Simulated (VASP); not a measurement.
# Sc (P6_3/mmc) in VASP: further runs, part 2 of 2

VASP 6.6.1. The steps go on from the part before.

## 3. Single point, PBE (strain -0.015 along x and y, -0.030 along z)

File INCAR:

```
PREC = Accurate
ENCUT = 520
EDIFF = 1E-7
ISMEAR = 0
SIGMA = 0.15
LREAL = False
LASPH = True
NELM = 60
ALGO = Fast
ISIF = 2
LWAVE = False
LCHARG = False
GGA = PE
NBANDS = 18
```

File KPOINTS:

```
regular mesh
0
Gamma
  18 18 10
```

File POSCAR:

```
Sc
1.0
    3.2591659288      0.0000000000      0.0000000000
   -1.6295829644      2.8225204895      0.0000000000
    0.0000000000      0.0000000000      5.1099600000
Sc
2
Direct
    0.3333333333      0.6666666667      0.2500000000
    0.6666666667      0.3333333333      0.7500000000
```

Potentials or basis: VASP PAW PBE potentials, release 64 (Sc_sv).

Launch:

```
$ cat potpaw_PBE.64/Sc_sv/POTCAR > POTCAR
$ mpirun -np 1 vasp_std > vasp.out
```

Run time: 4.6 min. Hardware: 1 thread of AMD EPYC 7R13, shared host; peak memory 0.25 GiB.

The run converged. Its results:

| Item | Value |
| --- | --- |
| Free energy | -12.4996 eV |
| Pressure | 2.9 GPa |
| Band gap on the k mesh | zero (band 11 reaches 4.95 eV, above the bottom of band 12 at 3.41 eV) |

Stress tensor (GPa, compression positive):
```
3.12 0.00 0.00
0.00 3.12 0.00
0.00 0.00 2.41
```

Levels at points of the mesh, in eV from the Fermi level:
```
           k point  band 8  band 9  band 10  band 11  band 12  band 13  band 14  band 15
(0.00, 0.00, 0.00)  -27.66   -5.22    -1.71     0.67     1.66     1.66     1.89     2.13
(0.50, 0.00, 0.00)  -27.73   -1.63    -1.11    -0.74    -0.30     1.34     1.41     1.93
(0.00, 0.00, 0.50)  -27.72   -3.63    -3.63     0.98     0.98     1.58     1.58     1.58
(0.50, 0.00, 0.50)  -27.78   -1.54    -1.54     0.07     0.07     1.37     1.37     2.49
```

Caveat: the cell differs from its parent crystal (strain -0.015 along x and y, -0.030 along z).

## 4. Single point, PBE (strain -0.030 along x and y, +0.015 along z)

File INCAR:

```
SYSTEM = Sc
PREC = Accurate ; ENCUT = 520
EDIFF = 1E-6 ; ISMEAR = 0
SIGMA = 0.15 ; LREAL = .FALSE.
LASPH = .TRUE. ; NELM = 60
ALGO = Fast ; ISIF = 2
LWAVE = .FALSE. ; LCHARG = .TRUE.
GGA = PE ; LELF = .TRUE.
LVHAR = .TRUE. ; NBANDS = 18
```

File KPOINTS:

```
regular mesh
0
G
  18 18 10
  0 0 0
```

File POSCAR:

```
Sc
1.0
    3.2095339604      0.0000000000      0.0000000000
   -1.6047669802      2.7795379440      0.0000000000
    0.0000000000      0.0000000000      5.3470200000
Sc
2
Direct
    0.3333333333      0.6666666667      0.2500000000
    0.6666666667      0.3333333333      0.7500000000
```

Potentials or basis: VASP PAW PBE potentials, release 64 (Sc_sv).

Launch:

```
$ cat potpaw_PBE.64/Sc_sv/POTCAR > POTCAR
$ mpirun -np 1 vasp_std > vasp.out
```

OUTCAR:

```text
SYSTEM = Sc
   PREC = Accurate
   ENCUT = 520
   EDIFF = 1E-6
   ISMEAR = 0
   LREAL = .FALSE.
   LASPH = .TRUE.
   NELM = 60
   ISIF = 2
   GGA = PE

 ion  position               nearest neighbor table
   1  0.333  0.667  0.250-   2 3.25   2 3.25   2 3.25   2 3.25   2 3.25   2 3.25
   2  0.667  0.333  0.750-   1 3.25   1 3.25   1 3.25   1 3.25   1 3.25   1 3.25

  LATTYP: Found a hexagonal cell.
 ALAT       =     3.2095339604
 C/A-ratio  =     1.6659801909

  Lattice vectors:

 A1 = (   3.2095339604,   0.0000000000,   0.0000000000)
 A2 = (  -1.6047669802,   2.7795379440,   0.0000000000)
 A3 = (   0.0000000000,   0.0000000000,   5.3470200000)

Analysis of symmetry for initial positions (statically):
=====================================================================
 Subroutine PRICEL returns:
 Original cell was already a primitive cell.

 Routine SETGRP: Setting up the symmetry group for a
 hexagonal supercell.

 Subroutine GETGRP returns: Found 24 space group operations
 (whereof 12 operations were pure point group operations)
 out of a pool of 24 trial point group operations.

The static configuration has the point symmetry D_3d.
 The point group associated with its full space group is D_6h.

Analysis of symmetry for dynamics (positions and initial velocities):
=====================================================================
 Subroutine PRICEL returns:
 Original cell was already a primitive cell.

 Routine SETGRP: Setting up the symmetry group for a
 hexagonal supercell.

 Subroutine GETGRP returns: Found 24 space group operations
 (whereof 12 operations were pure point group operations)
 out of a pool of 24 trial point group operations.

The dynamic configuration has the point symmetry D_3d.
 The point group associated with its full space group is D_6h.

 Subroutine INISYM returns: Found 24 space group operations
 (whereof 12 operations are pure point group operations),
 and found     1 'primitive' translations

[... 110 lines left out ...]
   EFERMI_NEDOS =   21; number of points for ismear=-14 and -15
   IALGO  =     68    algorithm
   IMIX   =      4    mixing-type and parameters
     AMIX     =   0.40;   BMIX     =  1.00
     AMIX_MAG =   1.60;   BMIX_MAG =  1.00
  volume/ion in A,a.u.               =      23.85       160.95
  Fermi-wavevector in a.u.,A,eV,Ry     =   1.264854  2.390227 21.767344  1.599855
  Thomas-Fermi vector in A             =   2.398137
   LORBIT       =      0    0 simple, 1 ext, 2 COOP (PROOUT), +10 PAW based schemes
   GGA     = PE    functional components
   LHFCALC =     F    Hartree Fock is set to
   AEXX    =    0.0000 exact exchange contribution
   IVDW    =     0    specifies the selected vdW correction
   LEPSILON=     F    determine dielectric tensor
   LRPA    =     F    only Hartree local field effects (RPA)
 non-spin polarized calculation
 RMM-DIIS sequential band-by-band and
 Gauss-broadening in eV      SIGMA  =   0.15
  energy-cutoff  :      520.00
  volume of cell :       47.70
 maximum number of plane-waves:      1304
 NGX is ok and might be reduce to    24
   NGX = 11   NGY = 11   NGZ = 19

 number of electron      21.9999996 magnetization

 Free energy of the ion-electron system (eV)
  ---------------------------------------------------
  ext. energy  EPLUGINS =         0.00000000
  ---------------------------------------------------
  free energy    TOTEN  =       -12.47501308 eV

  energy without entropy =      -12.42442610  energy(sigma->0) =      -12.44971959

 E-fermi :   3.8888     XC(G=0): -10.0110

 val. band max:        3.8849367535   @ k =   0.2222   0.2222   0.3000
 cond. band min:       3.8920471692   @ k =   0.3333   0.0000   0.4000
 fundamental gap:      0.0071104157
 Fermi energy:         3.8888365210

 k-point     1 :       0.0000    0.0000    0.0000
  band No.  band energies     occupation
      1     -45.4572      2.00000
      2     -45.3946      2.00000
      3     -24.2767      2.00000
      4     -23.8994      2.00000
      5     -23.8994      2.00000
      6     -23.8582      2.00000
[... 481 lines left out ...]
      5     -24.0830      2.00000
      6     -24.0212      2.00000
[... 10 lines left out ...]
     17       7.8313      0.00000
     18       7.8720      0.00000

 [... further k-points ...]
[... 5 lines left out ...]
  --------------------------------------------------------------------------------------
  -------------------------------------------------------------------------------------
  Total        1.1580820      1.1580820     -0.3623680      0.0000000      0.0000000      0.0000000
  in kB       38.8976622     38.8976622    -12.1712172      0.0000000      0.0000000      0.0000000
  external PRESSURE =      21.8747024 kB  Pullay stress =       0.0000000 kB

 VOLUME and BASIS-vectors are now :
 -----------------------------------------------------------------------------
  energy-cutoff  :      520.00
  volume of cell :       47.70
      direct lattice vectors                 reciprocal lattice vectors
     3.209533960  0.000000000  0.000000000     0.311571715  0.179886013  0.000000000
    -1.604766980  2.779537944  0.000000000     0.000000000  0.359772027  0.000000000
     0.000000000  0.000000000  5.347020000     0.000000000  0.000000000  0.187020060

 POSITION                                       TOTAL-FORCE (eV/Angst)
 -----------------------------------------------------------------------------------
     -0.00000      1.85303      1.33675         0.000000      0.000000      0.000000
      1.60477      0.92651      4.01026        -0.000000     -0.000000      0.000000
 -----------------------------------------------------------------------------------
    total drift:                               -0.000000      0.000000     -0.000000

  FREE ENERGIE OF THE ION-ELECTRON SYSTEM (eV)
  ---------------------------------------------------
  free  energy   TOTEN  =       -12.4750130806 eV

  energy  without entropy=      -12.4244260971  energy(sigma->0) =      -12.44971959
```

Run time: 4.1 min. Hardware: 1 thread of AMD EPYC 7R13, shared host; peak memory 0.25 GiB.

Results:

* Free energy: -12.4750 eV
* Pressure: 2.2 GPa
* Band gap on the k mesh: zero (band 11 reaches 4.62 eV, above the bottom of band 12 at 3.42 eV)

Caveat: the cell differs from its parent crystal (strain -0.030 along x and y, +0.015 along z).

## 5. Single point, PBE (strain -0.015 along x and y, -0.015 along z)

File INCAR:

```
SYSTEM = Sc
  PREC = Accurate
  ENCUT = 520
  EDIFF = 1E-6
  ISMEAR = 0
  SIGMA = 0.15
  LREAL = .False.
  LASPH = .True.
  NELM = 60
  ALGO = Fast
  ISIF = 2
  LWAVE = .False.
  LCHARG = .False.
  GGA = PE
  NBANDS = 18
```

File KPOINTS:

```
Automatic mesh
0
Gamma
  18 18 10
  0 0 0
```

File POSCAR:

```
Sc
1.0
    3.2591659288      0.0000000000      0.0000000000
   -1.6295829644      2.8225204895      0.0000000000
    0.0000000000      0.0000000000      5.1889800000
Sc
2
Direct
    0.3333333333      0.6666666667      0.2500000000
    0.6666666667      0.3333333333      0.7500000000
```

Launch:

```
$ cat potpaw_PBE.64/Sc_sv/POTCAR > POTCAR
$ mpirun -np 1 vasp_std > vasp.out
```

Run time: 4.1 min. Hardware: 1 thread of AMD EPYC 7R13, shared host; peak memory 0.25 GiB.

The run converged. Its results:

```
Free energy            : -12.5070 eV
Pressure               : 2.0 GPa
Band gap on the k mesh : zero (band 11 reaches 4.79 eV, above the bottom of band 12 at 3.36 eV)
```

Stress tensor (GPa, compression positive):
```
2.59 0.00 0.00
0.00 2.59 0.00
0.00 0.00 0.75
```

Levels at points of the mesh, in eV from the Fermi level:
```tsv
k point	band 7	band 8	band 9	band 10	band 11	band 12	band 13	band 14	band 15	band 16
(0.00, 0.00, 0.00)	-27.74	-27.72	-5.19	-1.72	0.52	1.65	1.65	1.78	2.09	2.09
(0.50, 0.00, 0.00)	-27.83	-27.79	-1.60	-1.09	-0.74	-0.27	1.27	1.45	1.84	3.93
(0.00, 0.00, 0.50)	-27.77	-27.77	-3.66	-3.66	0.91	0.91	1.59	1.59	1.59	1.59
(0.50, 0.00, 0.50)	-27.84	-27.84	-1.52	-1.52	0.05	0.05	1.33	1.33	2.49	2.49
```

Caveat: the cell differs from its parent crystal (strain -0.015 along x and y, -0.015 along z).

## 6. Summary

```csv
cell,further INCAR settings,gap on the mesh (eV),pressure (GPa)
"a = 3.210, b = 3.210, c = 5.268 Å, angles 90.0, 90.0, 120.0°, 2 atoms",ALGO = Fast; EDIFF = 1e-07; NBANDS = 18,none,3.1
"a = 3.259, b = 3.259, c = 5.110 Å, angles 90.0, 90.0, 120.0°, 2 atoms",ALGO = Fast; EDIFF = 1e-07; NBANDS = 18,none,2.9
"a = 3.210, b = 3.210, c = 5.347 Å, angles 90.0, 90.0, 120.0°, 2 atoms",ALGO = Fast; EDIFF = 1e-06; NBANDS = 18,none,2.2
"a = 3.259, b = 3.259, c = 5.189 Å, angles 90.0, 90.0, 120.0°, 2 atoms",ALGO = Fast; EDIFF = 1e-06; NBANDS = 18,none,2.0
```

Alike in all rows: task single point; level PBE; potentials or basis VASP PAW PBE potentials, release 64 (Sc_sv); no spin polarisation; k mesh 18 × 18 × 10; cutoff (eV) 520; smearing gaussian 0.15 eV.

Total energies depend on the potentials used, so only differences within one code and one set of settings carry meaning.
